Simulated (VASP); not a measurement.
# Sb (P6_3/mmc) in VASP: notebook

The runs below take Sb through single point, with PBE, RPBE, revPBE.

Everything below comes from runs of VASP 6.6.1. Logs are shortened: lines on timing, memory, paths and dates and some standing lists are left out, and cuts for length are marked.

## (1) The cell of the first run

It takes space group P6_3/mmc (No. 194, hexagonal). Conventional cell: a = 3.355 Å, b = 3.355 Å, c = 5.470 Å, α = 90.00°, β = 90.00°, γ = 120.00°. Within 4.4 Å of Sb (site symmetry -6m2) lie 12 Sb at 3.35 Å.

## (2) Single point, PBE

INCAR reads:

```
SYSTEM = Sb
ALGO = Normal
EDIFF = 1E-6
ENCUT = 520
GGA = PE
ISIF = 2
ISMEAR = 0
LASPH = .True.
LCHARG = .True.
LELF = .True.
LREAL = .False.
LVHAR = .True.
LWAVE = .False.
NBANDS = 12
NELM = 100
PREC = Accurate
SIGMA = 0.1
```

KPOINTS reads:

```
k-points
0
Gamma
  9 9 5
  0 0 0
```

POSCAR reads:

```
Sb
1.0
    3.3545324186      0.0000000000      0.0000000000
   -1.6772662093      2.9051102923      0.0000000000
    0.0000000000      0.0000000000      5.4701606500
Sb
2
Direct
    0.6666666667      0.3333333333      0.7500000000
    0.3333333333      0.6666666667      0.2500000000
```

Potentials or basis: VASP PAW PBE potentials, release 64 (Sb).

Started as:

```sh
$ cat potpaw_PBE.64/Sb/POTCAR > POTCAR
$ mpirun -np 1 vasp_std > vasp.out
```

OUTCAR:

```text
SYSTEM = Sb
   EDIFF = 1E-6
   ENCUT = 520
   GGA = PE
   ISIF = 2
   ISMEAR = 0
   LASPH = .True.
   LREAL = .False.
   NELM = 100
   PREC = Accurate

 ion  position               nearest neighbor table
   1  0.667  0.333  0.750-   2 3.35   2 3.35   2 3.35   2 3.35   2 3.35   2 3.35
   2  0.333  0.667  0.250-   1 3.35   1 3.35   1 3.35   1 3.35   1 3.35   1 3.35

  LATTYP: Found a hexagonal cell.
 ALAT       =     3.3545324186
 C/A-ratio  =     1.6306775334

  Lattice vectors:

 A1 = (   3.3545324186,   0.0000000000,   0.0000000000)
 A2 = (  -1.6772662093,   2.9051102923,   0.0000000000)
 A3 = (   0.0000000000,   0.0000000000,   5.4701606500)

Analysis of symmetry for initial positions (statically):
=====================================================================
 Subroutine PRICEL returns:
 Original cell was already a primitive cell.

 Routine SETGRP: Setting up the symmetry group for a
 hexagonal supercell.

 Subroutine GETGRP returns: Found 24 space group operations
 (whereof 12 operations were pure point group operations)
 out of a pool of 24 trial point group operations.

The static configuration has the point symmetry D_3d.
 The point group associated with its full space group is D_6h.

Analysis of symmetry for dynamics (positions and initial velocities):
=====================================================================
 Subroutine PRICEL returns:
 Original cell was already a primitive cell.

 Routine SETGRP: Setting up the symmetry group for a
 hexagonal supercell.

 Subroutine GETGRP returns: Found 24 space group operations
 (whereof 12 operations were pure point group operations)
 out of a pool of 24 trial point group operations.

The dynamic configuration has the point symmetry D_3d.
 The point group associated with its full space group is D_6h.

 Subroutine INISYM returns: Found 24 space group operations
 (whereof 12 operations are pure point group operations),
 and found     1 'primitive' translations

----------------------------------------------------------------------------------------

                                     Primitive cell

  volume of cell :      53.3083

  direct lattice vectors                    reciprocal lattice vectors
     3.354532419  0.000000000  0.000000000     0.298104139  0.172110505  0.000000000
    -1.677266209  2.905110292  0.000000000     0.000000000  0.344221010  0.000000000
     0.000000000  0.000000000  5.470160650     0.000000000  0.000000000  0.182809987

  length of vectors
     3.354532419  3.354532419  5.470160650     0.344221010  0.344221010  0.182809987

  position of ions in fractional coordinates (direct lattice)
     0.666666667  0.333333333  0.750000000
     0.333333333  0.666666667  0.250000000

  ion indices of the primitive-cell ions
   primitive index   ion index
                 1           1
                 2           2

----------------------------------------------------------------------------------------

 KPOINTS: k-points

Automatic generation of k-mesh.
 Grid dimensions read from file:
 generate k-points for:    9    9    5

 Generating k-lattice:

  Cartesian coordinates                     Fractional coordinates (reciprocal lattice)
     0.033122682  0.019123389  0.000000000     0.111111111  0.000000000  0.000000000
     0.000000000  0.038246779  0.000000000     0.000000000  0.111111111  0.000000000
     0.000000000  0.000000000  0.036561997     0.000000000  0.000000000  0.200000000

  Length of vectors
     0.038246779  0.038246779  0.036561997

  Shift w.r.t. Gamma in fractional coordinates (k-lattice)
     0.000000000  0.000000000  0.000000000

 Subroutine IBZKPT returns following result:
 ===========================================

 Found     36 irreducible k-points:

 Following reciprocal coordinates:
            Coordinates               Weight
  0.000000  0.000000  0.000000      1.000000
  0.111111  0.000000  0.000000      6.000000
  0.222222  0.000000  0.000000      6.000000
  0.333333  0.000000  0.000000      6.000000
  0.444444  0.000000  0.000000      6.000000
  0.111111  0.111111  0.000000      6.000000
[... 16 lines left out ...]
  0.333333  0.222222  0.200000     24.000000
  0.333333  0.333333  0.200000      4.000000
 [... further k-points ...]
   k-points           NKPTS =     36   k-points in BZ     NKDIM =     36   number of bands    NBANDS=     12
   number of dos      NEDOS =    301   number of ions     NIONS =      2
   total plane-waves  NPLWV =  32928
   dimension x,y,z NGX =    28 NGY =   28 NGZ =   42
   dimension x,y,z NGXF=    56 NGYF=   56 NGZF=   84
   ions per type =               2
   NGX,Y,Z   is equivalent  to a cutoff of  13.88, 13.88, 12.76 a.u.
   NGXF,Y,Z  is equivalent  to a cutoff of  27.75, 27.75, 25.53 a.u.
 SYSTEM =  Sb
   PREC   = accura    normal or accurate (medium, high low for compatibility)
   ISTART =      0    job   : 0-new  1-cont  2-samecut
   ICHARG =      2    charge: 1-file 2-atom 10-const
   ISPIN  =      1    spin polarized calculation?
   LNONCOLLINEAR =      F non collinear calculations
   LSORBIT =      F    spin-orbit coupling
   LASPH  =      T    aspherical Exc in radial PAW
   ENCUT  =  520.0 eV  38.22 Ry    6.18 a.u.   6.24  6.24 10.17*2*pi/ulx,y,z
   NELM   =    100;   NELMIN=  2; NELMDL= -5     # of ELM steps
   EDIFF  = 0.1E-05   stopping-criterion for ELM
   LREAL  =      F    real-space projection
   EDIFFG = 0.1E-04   stopping-criterion for IOM
   NSW    =      0    number of steps for IOM
   IBRION =     -1    ionic relax: 0-MD 1-quasi-New 2-CG
   NFREE  =      0    steps in history (QN), initial steepest desc. (CG)
   ISIF   =      2    stress and relaxation
   ISYM   =      2    0-nonsym 1-usesym 2-fastsym
   POTIM  = 0.5000    time-step for ionic-motion
   TEBEG  =    0.0;   TEEND  =   0.0 temperature during run
   PSTRESS=    0.0 pullay stress
   NELECT =      10.0000    total number of electrons
   NUPDOWN=      -1.0000    fix difference up-down
   EMIN   =  10.00;   EMAX   =-10.00  energy-range for DOS
   EFERMI =   0.00;   METHOD = LEGACY
   ISMEAR =     0;   SIGMA  =   0.10  broadening in eV -4-tet -1-fermi 0-gaus
   EFERMI_NEDOS =   21; number of points for ismear=-14 and -15
   IALGO  =     38    algorithm
   IMIX   =      4    mixing-type and parameters
     AMIX     =   0.40;   BMIX     =  1.00
     AMIX_MAG =   1.60;   BMIX_MAG =  1.00
  volume/ion in A,a.u.               =      26.65       179.87
  Fermi-wavevector in a.u.,A,eV,Ry     =   0.937152  1.770960 11.949364  0.878253
  Thomas-Fermi vector in A             =   2.064234
   LORBIT       =      0    0 simple, 1 ext, 2 COOP (PROOUT), +10 PAW based schemes
   GGA     = PE    functional components
   LHFCALC =     F    Hartree Fock is set to
   AEXX    =    0.0000 exact exchange contribution
   IVDW    =     0    specifies the selected vdW correction
   LEPSILON=     F    determine dielectric tensor
   LRPA    =     F    only Hartree local field effects (RPA)
 non-spin polarized calculation
 Gauss-broadening in eV      SIGMA  =   0.10
  energy-cutoff  :      520.00
  volume of cell :       53.31
 maximum number of plane-waves:      1448
 NGX is ok and might be reduce to    28
   NGX = 13   NGY = 13   NGZ = 21

 number of electron      10.0000000 magnetization

 Free energy of the ion-electron system (eV)
  ---------------------------------------------------
  ext. energy  EPLUGINS =         0.00000000
  ---------------------------------------------------
  free energy    TOTEN  =        -7.72530124 eV

  energy without entropy =       -7.71661569  energy(sigma->0) =       -7.72095846

 E-fermi :   8.5578     XC(G=0): -10.2773

 val. band max:        8.5390533174   @ k =   0.4444   0.1111   0.0000
 cond. band min:       8.5822437597   @ k =   0.2222   0.0000   0.4000
 fundamental gap:      0.0431904423
 Fermi energy:         8.5578078007

 k-point     1 :       0.0000    0.0000    0.0000
  band No.  band energies     occupation
      1      -4.3487      2.00000
      2      -0.5207      2.00000
      3       2.7747      2.00000
      4      12.2627      0.00000
      5      12.2627      0.00000
      6      13.9097      0.00000
      7      13.9097      0.00000
      8      14.1551      0.00000
      9      16.3787      0.00000
     10      17.6054      0.00000
     11      18.6192      0.00000
     12      18.6192      0.00000

 k-point     2 :       0.1111    0.0000    0.0000
  band No.  band energies     occupation
      1      -4.1298      2.00000
      2      -0.3290      2.00000
      3       3.0028      2.00000
      4      10.3585      0.00000
      5      11.5288      0.00000
      6      12.8026      0.00000
      7      13.8972      0.00000
      8      13.9983      0.00000
      9      16.2868      0.00000
     10      17.8468      0.00000
     11      18.5064      0.00000
     12      18.8211      0.00000

 k-point     3 :       0.2222    0.0000    0.0000
  band No.  band energies     occupation
      1      -3.4787      2.00000
      2       0.2168      2.00000
      3       3.6767      2.00000
      4       7.4670      2.00000
      5      10.4117      0.00000
      6      10.5196      0.00000
      7      12.7310      0.00000
      8      13.4969      0.00000
      9      14.6435      0.00000
     10      17.1199      0.00000
     11      18.1743      0.00000
     12      18.7821      0.00000
[... 286 lines left out ...]
 k-point    23 :       0.3333    0.2222    0.2000
  band No.  band energies     occupation
      1      -0.3818      2.00000
      2       0.9784      2.00000
      3       4.2038      2.00000
      4       5.2712      2.00000
      5       6.2036      2.00000
      6       7.9676      2.00000
      7       8.5016      1.57339
      8      10.2518      0.00000
      9      13.9168      0.00000
     10      17.7887      0.00000
     11      18.1297      0.00000
     12      19.7794      0.00000

 k-point    24 :       0.3333    0.3333    0.2000
  band No.  band energies     occupation
      1       0.5855      2.00000
      2       0.5855      2.00000
      3       4.3616      2.00000
      4       5.3967      2.00000
      5       5.3967      2.00000
      6       6.9841      2.00000
      7       9.3509      0.00000
      8       9.3509      0.00000
      9      13.1691      0.00000
     10      19.0599      0.00000
     11      19.0599      0.00000
     12      20.8598      0.00000

 [... further k-points ...]
[... 5 lines left out ...]
  --------------------------------------------------------------------------------------
  -------------------------------------------------------------------------------------
  Total        0.4637421      0.4637421      0.4015027      0.0000000      0.0000000      0.0000000
  in kB       13.9377404     13.9377404     12.0671414      0.0000000      0.0000000      0.0000000
  external PRESSURE =      13.3142074 kB  Pullay stress =       0.0000000 kB

 VOLUME and BASIS-vectors are now :
 -----------------------------------------------------------------------------
  energy-cutoff  :      520.00
  volume of cell :       53.31
      direct lattice vectors                 reciprocal lattice vectors
     3.354532419  0.000000000  0.000000000     0.298104139  0.172110505  0.000000000
    -1.677266209  2.905110292  0.000000000     0.000000000  0.344221010  0.000000000
     0.000000000  0.000000000  5.470160650     0.000000000  0.000000000  0.182809987

 POSITION                                       TOTAL-FORCE (eV/Angst)
 -----------------------------------------------------------------------------------
      1.67727      0.96837      4.10262        -0.000000      0.000000      0.000000
     -0.00000      1.93674      1.36754         0.000000     -0.000000      0.000000
 -----------------------------------------------------------------------------------
    total drift:                                0.000000     -0.000000      0.000000

  FREE ENERGIE OF THE ION-ELECTRON SYSTEM (eV)
  ---------------------------------------------------
  free  energy   TOTEN  =        -7.7253012379 eV

  energy  without entropy=       -7.7166156864  energy(sigma->0) =       -7.72095846
```

It took 17 s on 1 thread of Intel Xeon Platinum 8375C at 2.90GHz (Ice Lake), shared host; peak memory 0.18 GiB.

Results:

| Item | Value |
| --- | --- |
| Free energy | -7.7253 eV |
| Pressure | 1.3 GPa |
| Band gap on the k mesh | zero (band 5 reaches 12.82 eV, above the bottom of band 6 at 5.89 eV) |

Levels at points of the mesh, in eV from the Fermi level:
```csv
k point,band 2,band 3,band 4,band 5,band 6,band 7,band 8,band 9
"(0.00, 0.00, 0.00)",-9.08,-5.78,3.70,3.70,5.35,5.35,5.60,7.82
```

Caveat: spin-orbit coupling is left out, which moves the levels of the heavy elements.

## (3) Single point, PBE

INCAR reads:

```
  PREC = Accurate
  ENCUT = 520
  EDIFF = 1E-6
  ISMEAR = 0
  SIGMA = 0.05
  LREAL = F
  LASPH = T
  NELM = 60
  ALGO = Normal
  ISIF = 2
  LWAVE = F
  LCHARG = F
  GGA = PE
  NBANDS = 12
```

KPOINTS reads:

```
regular mesh
0
Gamma
  9 9 5
```

POSCAR is that of step 2.

Potentials or basis: VASP PAW PBE potentials, release 64 (Sb).

Started as:

```sh
$ cat potpaw_PBE.64/Sb/POTCAR > POTCAR
$ mpirun -np 1 vasp_std > vasp.out
```

Run time: 16 s. Hardware: 1 thread of Intel Xeon Platinum 8375C at 2.90GHz (Ice Lake), shared host; peak memory 0.17 GiB.

The run converged. Its results:

| Item | Value |
| --- | --- |
| Free energy | -7.7215 eV |
| Pressure | 1.3 GPa |
| Band gap on the k mesh | zero (band 5 reaches 12.82 eV, above the bottom of band 6 at 5.89 eV) |

Stress tensor (GPa, compression positive):
```
1.24 0.00 0.00
0.00 1.24 0.00
0.00 0.00 1.50
```

Levels at points of the mesh, in eV from the Fermi level:
| k point | band 1 | band 2 | band 3 | band 4 | band 5 | band 6 | band 7 | band 8 | band 9 | band 10 |
| --- | --- | --- | --- | --- | --- | --- | --- | --- | --- | --- |
| (0.00, 0.00, 0.00) | -12.89 | -9.07 | -5.77 | 3.72 | 3.72 | 5.37 | 5.37 | 5.61 | 7.83 | 9.06 |

Caveat: spin-orbit coupling is left out, which moves the levels of the heavy elements.

## (4) Single point, RPBE

INCAR reads:

```
SYSTEM = Sb
  PREC = Accurate
  ENCUT = 520
  EDIFF = 1E-6
  ISMEAR = -1
  SIGMA = 0.05
  LREAL = .False.
  LASPH = .True.
  NELM = 100
  ALGO = Normal
  ISIF = 2
  LWAVE = .False.
  LCHARG = .False.
  GGA = RP
  NBANDS = 12
```

KPOINTS reads:

```
regular mesh
0
Gamma
  9 9 5
  0 0 0
```

POSCAR is that of step 3.

Started as:

```sh
$ cat potpaw_PBE.64/Sb/POTCAR > POTCAR
$ mpirun -np 1 vasp_std > vasp.out
```

Run time: 9.5 s. Hardware: 1 thread of Intel Xeon 6975P-C (Granite Rapids), shared host; peak memory 0.17 GiB.

The run converged. Its results:

* Free energy: -6.9452 eV
* Pressure: 2.6 GPa
* Band gap on the k mesh: zero (band 5 reaches 12.94 eV, above the bottom of band 6 at 5.99 eV)

Stress tensor (GPa, compression positive):
```
2.67 0.00 0.00
0.00 2.67 0.00
0.00 0.00 2.43
```

Levels at points of the mesh, in eV from the Fermi level:
```
           k point  band 3  band 4  band 5  band 6  band 7  band 8
(0.00, 0.00, 0.00)   -5.80    3.72    3.72    5.37    5.37    5.62
```

Caveat: the PAW data sets were made with another functional, which shifts forces and pressure a little; spin-orbit coupling is left out, which moves the levels of the heavy elements.

(Part 1 of 2 ends here.)
